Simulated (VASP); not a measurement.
# LaTlO2 (P4/mmm) in VASP: further runs

LaTlO2 is run at these levels: PBEsol, HSE06; tasks: single point.

Program: VASP 6.6.1. These are calculated values, not measurements. Logs are shortened: lines on timing, memory, paths and dates and some standing lists are left out, and cuts for length are marked.

## (1) The cell of the first run

Symmetry: P4/mmm, No. 123, tetragonal system. Conventional cell: a = 3.781 Å, b = 3.781 Å, c = 5.031 Å, α = 90.00°, β = 90.00°, γ = 90.00°. Within 3.3 Å of Tl (site symmetry 4/mmm) lie 6 O at 2.52 to 2.67 Å. O (site symmetry 4/mmm) has 2 Tl at 2.52 Å and 4 La at 2.67 Å within 3.3 Å. O (site symmetry 4/mmm) has 2 La at 2.52 Å and 4 Tl at 2.67 Å within 3.3 Å. La (site symmetry 4/mmm) has 6 O at 2.52 to 2.67 Å within 3.3 Å.

## (2) Single point, PBEsol

Contents of INCAR:

```
  ALGO = Normal
  EDIFF = 1E-6
  ENCUT = 520
  GGA = PS
  ISIF = 2
  ISMEAR = -1
  LASPH = True
  LCHARG = False
  LREAL = False
  LWAVE = False
  NBANDS = 26
  NELM = 60
  PREC = Accurate
  SIGMA = 0.02
```

Contents of KPOINTS:

```
k-points
0
Gamma
  6 6 4
```

Contents of POSCAR:

```
LaTlO2
1.0
    3.7807354243      0.0000000000      0.0000000000
    0.0000000000      3.7807354243      0.0000000000
    0.0000000000      0.0000000000      5.0308832628
Tl O La
1 2 1
Direct
    0.0000000000      0.0000000000      0.0000000000
    0.0000000000      0.0000000000      0.5000000000
    0.5000000000      0.5000000000      0.0000000000
    0.5000000000      0.5000000000      0.5000000000
```

Potentials or basis: VASP PAW PBE potentials, release 64 (Tl_d, O, La).

Launch:

```console
$ cat potpaw_PBE.64/Tl_d/POTCAR potpaw_PBE.64/O/POTCAR potpaw_PBE.64/La/POTCAR > POTCAR
$ mpirun -np 1 vasp_std > vasp.out
```

OUTCAR:

```text
EDIFF = 1E-6
   ENCUT = 520
   GGA = PS
   ISIF = 2
   ISMEAR = -1
   LASPH = True
   LREAL = False
   NELM = 60
   PREC = Accurate

 ion  position               nearest neighbor table
   1  0.000  0.000  0.000-   2 2.52   2 2.52   3 2.67   3 2.67   3 2.67   3 2.67   4 3.67   4 3.67
                             4 3.67   4 3.67   4 3.67   4 3.67   4 3.67   4 3.67
   2  0.000  0.000  0.500-   1 2.52   1 2.52   4 2.67   4 2.67   4 2.67   4 2.67
   3  0.500  0.500  0.000-   4 2.52   4 2.52   1 2.67   1 2.67   1 2.67   1 2.67
   4  0.500  0.500  0.500-   3 2.52   3 2.52   2 2.67   2 2.67   2 2.67   2 2.67   1 3.67   1 3.67
                             1 3.67   1 3.67   1 3.67   1 3.67   1 3.67   1 3.67

  LATTYP: Found a simple tetragonal cell.
 ALAT       =     3.7807354243
 C/A-ratio  =     1.3306626088

  Lattice vectors:

 A1 = (   3.7807354243,   0.0000000000,   0.0000000000)
 A2 = (   0.0000000000,   3.7807354243,   0.0000000000)
 A3 = (   0.0000000000,   0.0000000000,   5.0308832628)

Analysis of symmetry for initial positions (statically):
=====================================================================
 Subroutine PRICEL returns:
 Original cell was already a primitive cell.

 Routine SETGRP: Setting up the symmetry group for a
 simple tetragonal supercell.

 Subroutine GETGRP returns: Found 16 space group operations
 (whereof 16 operations were pure point group operations)
 out of a pool of 16 trial point group operations.

The static configuration has the point symmetry D_4h.

Analysis of symmetry for dynamics (positions and initial velocities):
=====================================================================
 Subroutine PRICEL returns:
 Original cell was already a primitive cell.

 Routine SETGRP: Setting up the symmetry group for a
 simple tetragonal supercell.

 Subroutine GETGRP returns: Found 16 space group operations
 (whereof 16 operations were pure point group operations)
 out of a pool of 16 trial point group operations.

The dynamic configuration has the point symmetry D_4h.

 Subroutine INISYM returns: Found 16 space group operations
 (whereof 16 operations are pure point group operations),
 and found     1 'primitive' translations

----------------------------------------------------------------------------------------

                                     Primitive cell

  volume of cell :      71.9112

  direct lattice vectors                    reciprocal lattice vectors
     3.780735424  0.000000000  0.000000000     0.264498805  0.000000000  0.000000000
     0.000000000  3.780735424  0.000000000     0.000000000  0.264498805  0.000000000
     0.000000000  0.000000000  5.030883263     0.000000000  0.000000000  0.198772253

  length of vectors
     3.780735424  3.780735424  5.030883263     0.264498805  0.264498805  0.198772253

  position of ions in fractional coordinates (direct lattice)
     0.000000000  0.000000000  0.000000000
     0.000000000  0.000000000  0.500000000
     0.500000000  0.500000000  0.000000000
     0.500000000  0.500000000  0.500000000

  ion indices of the primitive-cell ions
   primitive index   ion index
                 1           1
                 2           2
                 3           3
                 4           4

----------------------------------------------------------------------------------------

 KPOINTS: k-points

Automatic generation of k-mesh.
 Grid dimensions read from file:
 generate k-points for:    6    6    4

 Generating k-lattice:

  Cartesian coordinates                     Fractional coordinates (reciprocal lattice)
     0.044083134  0.000000000  0.000000000     0.166666667  0.000000000  0.000000000
     0.000000000  0.044083134  0.000000000     0.000000000  0.166666667  0.000000000
     0.000000000  0.000000000  0.049693063     0.000000000  0.000000000  0.250000000

  Length of vectors
     0.044083134  0.044083134  0.049693063

  Shift w.r.t. Gamma in fractional coordinates (k-lattice)
     0.000000000  0.000000000  0.000000000

 Subroutine IBZKPT returns following result:
 ===========================================

 Found     30 irreducible k-points:

 Following reciprocal coordinates:
            Coordinates               Weight
  0.000000  0.000000  0.000000      1.000000
  0.166667  0.000000  0.000000      4.000000
  0.333333  0.000000  0.000000      4.000000
  0.500000  0.000000  0.000000      2.000000
  0.166667  0.166667  0.000000      4.000000
  0.333333  0.166667  0.000000      8.000000
[... 16 lines left out ...]
  0.333333  0.000000  0.500000      4.000000
  0.500000  0.000000  0.500000      2.000000
 [... further k-points ...]
   k-points           NKPTS =     30   k-points in BZ     NKDIM =     30   number of bands    NBANDS=     26
   number of dos      NEDOS =    301   number of ions     NIONS =      4
   total plane-waves  NPLWV =  31360
   dimension x,y,z NGX =    28 NGY =   28 NGZ =   40
   dimension x,y,z NGXF=    56 NGYF=   56 NGZF=   80
   ions per type =               1   2   1
   NGX,Y,Z   is equivalent  to a cutoff of  12.31, 12.31, 13.22 a.u.
   NGXF,Y,Z  is equivalent  to a cutoff of  24.62, 24.62, 26.44 a.u.
 SYSTEM =  unknown system
   PREC   = accura    normal or accurate (medium, high low for compatibility)
   ISTART =      0    job   : 0-new  1-cont  2-samecut
   ICHARG =      2    charge: 1-file 2-atom 10-const
   ISPIN  =      1    spin polarized calculation?
   LNONCOLLINEAR =      F non collinear calculations
   LSORBIT =      F    spin-orbit coupling
   LASPH  =      T    aspherical Exc in radial PAW
   ENCUT  =  520.0 eV  38.22 Ry    6.18 a.u.   7.03  7.03  9.35*2*pi/ulx,y,z
   NELM   =     60;   NELMIN=  2; NELMDL= -5     # of ELM steps
   EDIFF  = 0.1E-05   stopping-criterion for ELM
   LREAL  =      F    real-space projection
   EDIFFG = 0.1E-04   stopping-criterion for IOM
   NSW    =      0    number of steps for IOM
   IBRION =     -1    ionic relax: 0-MD 1-quasi-New 2-CG
   NFREE  =      0    steps in history (QN), initial steepest desc. (CG)
   ISIF   =      2    stress and relaxation
   ISYM   =      2    0-nonsym 1-usesym 2-fastsym
   POTIM  = 0.5000    time-step for ionic-motion
   TEBEG  =    0.0;   TEEND  =   0.0 temperature during run
   PSTRESS=    0.0 pullay stress
   NELECT =      36.0000    total number of electrons
   NUPDOWN=      -1.0000    fix difference up-down
   EMIN   =  10.00;   EMAX   =-10.00  energy-range for DOS
   EFERMI =   0.00;   METHOD = LEGACY
   ISMEAR =    -1;   SIGMA  =   0.02  broadening in eV -4-tet -1-fermi 0-gaus
   EFERMI_NEDOS =   21; number of points for ismear=-14 and -15
   IALGO  =     38    algorithm
   IMIX   =      4    mixing-type and parameters
     AMIX     =   0.40;   BMIX     =  1.00
     AMIX_MAG =   1.60;   BMIX_MAG =  1.00
  volume/ion in A,a.u.               =      17.98       121.32
  Fermi-wavevector in a.u.,A,eV,Ry     =   1.299900  2.456455 22.990321  1.689741
  Thomas-Fermi vector in A             =   2.431134
   LORBIT       =      0    0 simple, 1 ext, 2 COOP (PROOUT), +10 PAW based schemes
   GGA     = PS    functional components
   LHFCALC =     F    Hartree Fock is set to
   AEXX    =    0.0000 exact exchange contribution
   IVDW    =     0    specifies the selected vdW correction
   LEPSILON=     F    determine dielectric tensor
   LRPA    =     F    only Hartree local field effects (RPA)
 non-spin polarized calculation
  energy-cutoff  :      520.00
  volume of cell :       71.91
 maximum number of plane-waves:      1964
   NGX = 15   NGY = 15   NGZ = 19

 number of electron      35.9999990 magnetization

 Free energy of the ion-electron system (eV)
  ---------------------------------------------------
  ext. energy  EPLUGINS =         0.00000000
  ---------------------------------------------------
  free energy    TOTEN  =       -26.10662062 eV

  energy without entropy =      -26.10187151  energy(sigma->0) =      -26.10424606

 E-fermi :   7.7887     XC(G=0): -10.7954

 val. band max:        7.7875545809   @ k =   0.5000   0.0000   0.2500
 cond. band min:       7.8166052692   @ k =   0.3333   0.1667   0.5000
 fundamental gap:      0.0290506882
 Fermi energy:         7.7886617527

 k-point     1 :       0.0000    0.0000    0.0000
  band No.  band energies     occupation
      1     -25.3101      2.00000
      2     -10.5864      2.00000
      3      -9.9447      2.00000
      4      -9.1268      2.00000
      5      -8.7643      2.00000
      6      -8.7643      2.00000
[... 18 lines left out ...]
     25      10.0821      0.00000
     26      10.0821      0.00000

 k-point     2 :       0.1667    0.0000    0.0000
  band No.  band energies     occupation
      1     -25.2918      2.00000
      2     -10.8944      2.00000
      3      -9.9010      2.00000
      4      -9.1051      2.00000
      5      -8.7311      2.00000
      6      -8.5211      2.00000
[... 18 lines left out ...]
     25       9.9562      0.00000
     26      10.0635      0.00000

 k-point     3 :       0.3333    0.0000    0.0000
  band No.  band energies     occupation
      1     -25.2545      2.00000
      2     -11.3737      2.00000
      3      -9.8100      2.00000
      4      -9.0611      2.00000
      5      -8.6630      2.00000
      6      -8.1651      2.00000
[... 18 lines left out ...]
     25       9.9070      0.00000
     26       9.9831      0.00000

 k-point     4 :       0.5000    0.0000    0.0000
  band No.  band energies     occupation
      1     -25.2357      2.00000
      2     -11.5770      2.00000
      3      -9.7631      2.00000
      4      -9.0389      2.00000
      5      -8.6282      2.00000
      6      -8.0206      2.00000
[... 18 lines left out ...]
     25       9.8375      0.00000
     26       9.9097      0.00000
[... 496 lines left out ...]
      1     -25.2849      2.00000
      2     -11.0042      2.00000
      3     -10.8038      2.00000
      4      -8.7273      2.00000
      5      -8.5025      2.00000
      6      -7.4739      2.00000
[... 18 lines left out ...]
     25       9.7987      0.00000
     26       9.9386      0.00000

 k-point    23 :       0.3333    0.0000    0.5000
  band No.  band energies     occupation
      1     -25.2481      2.00000
      2     -11.2947      2.00000
      3     -10.9152      2.00000
      4      -8.6542      2.00000
      5      -8.1276      2.00000
      6      -7.4205      2.00000
[... 18 lines left out ...]
     25       9.8344      0.00000
     26      10.2143      0.00000

 k-point    24 :       0.5000    0.0000    0.5000
  band No.  band energies     occupation
      1     -25.2295      2.00000
      2     -11.5009      2.00000
      3     -10.8694      2.00000
      4      -8.6167      2.00000
      5      -7.9756      2.00000
      6      -7.3932      2.00000
[... 18 lines left out ...]
     25       9.8136      0.00000
     26      10.2455      0.00000

 [... further k-points ...]
[... 5 lines left out ...]
  --------------------------------------------------------------------------------------
  -------------------------------------------------------------------------------------
  Total       -1.5077742     -1.5077742     -1.5655562      0.0000000      0.0000000      0.0000000
  in kB      -33.5930992    -33.5930992    -34.8804780      0.0000000      0.0000000      0.0000000
  external PRESSURE =     -34.0222255 kB  Pullay stress =       0.0000000 kB

 VOLUME and BASIS-vectors are now :
 -----------------------------------------------------------------------------
  energy-cutoff  :      520.00
  volume of cell :       71.91
      direct lattice vectors                 reciprocal lattice vectors
     3.780735424  0.000000000  0.000000000     0.264498805  0.000000000  0.000000000
     0.000000000  3.780735424  0.000000000     0.000000000  0.264498805  0.000000000
     0.000000000  0.000000000  5.030883263     0.000000000  0.000000000  0.198772253

 POSITION                                       TOTAL-FORCE (eV/Angst)
 -----------------------------------------------------------------------------------
      0.00000      0.00000      0.00000         0.000000      0.000000      0.000000
      0.00000      0.00000      2.51544         0.000000      0.000000      0.000000
      1.89037      1.89037      0.00000         0.000000      0.000000      0.000000
      1.89037      1.89037      2.51544         0.000000      0.000000      0.000000
 -----------------------------------------------------------------------------------
    total drift:                               -0.000000      0.000000      0.000000

  FREE ENERGIE OF THE ION-ELECTRON SYSTEM (eV)
  ---------------------------------------------------
  free  energy   TOTEN  =       -26.1066206180 eV

  energy  without entropy=      -26.1018715105  energy(sigma->0) =      -26.10424606
```

Wall time 68 s (1 thread of Intel Xeon 8259CL, shared host); peak memory 0.22 GiB.

Results:

```yaml
Free_energy: -26.1066 eV
Pressure: -3.4 GPa
Band_gap_on_the_k_mesh: zero (bands 18 and 19 overlap by 1.18 eV)
```

Caveat: the cell stands under tension; the PAW data sets were made with another functional, which shifts forces and pressure a little; spin-orbit coupling is left out, which moves the levels of the heavy elements.

## (3) Single point, HSE06

POSCAR is that of step 2.

Contents of INCAR.step1:

```
SYSTEM = LaTlO2
PREC = Accurate
ENCUT = 520
EDIFF = 1E-5
ISMEAR = -1
SIGMA = 0.02
LREAL = .FALSE.
LASPH = .TRUE.
NELM = 100
ALGO = Normal
ISIF = 2
LWAVE = .TRUE.
GGA = PE
NBANDS = 26
```

Contents of INCAR.step2:

```
SYSTEM = LaTlO2
PREC = Accurate
ENCUT = 520
EDIFF = 1E-7
ISMEAR = -1
SIGMA = 0.02
LREAL = .FALSE.
LASPH = .TRUE.
NELM = 100
ALGO = Normal
ISIF = 2
LWAVE = .FALSE.
LCHARG = .TRUE.
GGA = PE
LHFCALC = .TRUE.
HFSCREEN = 0.2079
PRECFOCK = Normal
LELF = .TRUE.
LVHAR = .TRUE.
ISTART = 1
NBANDS = 26
```

Contents of KPOINTS:

```
regular mesh
0
G
  4 4 2
  0 0 0
```

Potentials or basis: VASP PAW PBE potentials, release 64 (Tl_d, O, La).

Launch:

```console
$ cat potpaw_PBE.64/Tl_d/POTCAR potpaw_PBE.64/O/POTCAR potpaw_PBE.64/La/POTCAR > POTCAR
$ cp INCAR.step1 INCAR
$ mpirun -np 1 vasp_std > vasp.out
$ cp INCAR.step2 INCAR
$ mpirun -np 1 vasp_std > vasp.out
```

It took 62 min on 1 thread of Intel Xeon 8259CL, shared host; peak memory 0.32 GiB.

The run converged. Its results:

| Property | Result |
| --- | --- |
| Free energy | -28.8550 eV |
| Pressure | 0.5 GPa |
| Band gap on the k mesh | zero (bands 18 and 19 overlap by 1.37 eV) |

Stress tensor (GPa, compression positive):
```
-0.46  0.00  0.00
 0.00 -0.46  0.00
 0.00  0.00  2.54
```

Levels at points of the mesh, in eV from the Fermi level:
| k point | band 15 | band 16 | band 17 | band 18 | band 19 | band 20 | band 21 | band 22 |
| --- | --- | --- | --- | --- | --- | --- | --- | --- |
| (0.00, 0.00, 0.00) | -4.98 | -4.30 | -4.30 | -3.89 | -0.85 | 2.87 | 2.88 | 3.35 |
| (0.50, 0.00, 0.00) | -6.19 | -3.76 | -3.45 | -0.64 | 1.22 | 1.61 | 2.83 | 2.97 |
| (0.50, 0.50, 0.00) | -4.65 | -4.65 | -4.54 | -3.76 | 1.00 | 1.00 | 3.07 | 3.07 |
| (0.00, 0.00, 0.50) | -4.82 | -4.62 | -4.62 | -1.92 | -0.85 | 1.10 | 2.81 | 3.36 |
| (0.50, 0.00, 0.50) | -5.53 | -3.68 | -3.66 | 0.51 | 0.92 | 2.43 | 2.78 | 2.82 |
| (0.50, 0.50, 0.50) | -5.57 | -4.67 | -4.67 | -1.15 | 1.88 | 1.88 | 2.64 | 3.09 |

Caveat: the k points lie up to 0.62 Å⁻¹ apart, too coarse for converged energies and pressures of a metal; the PAW data sets were made with another functional, which shifts forces and pressure a little; spin-orbit coupling is left out, which moves the levels of the heavy elements.

The gap in the log of VASP goes by the Fermi energy; the results here count the filled bands.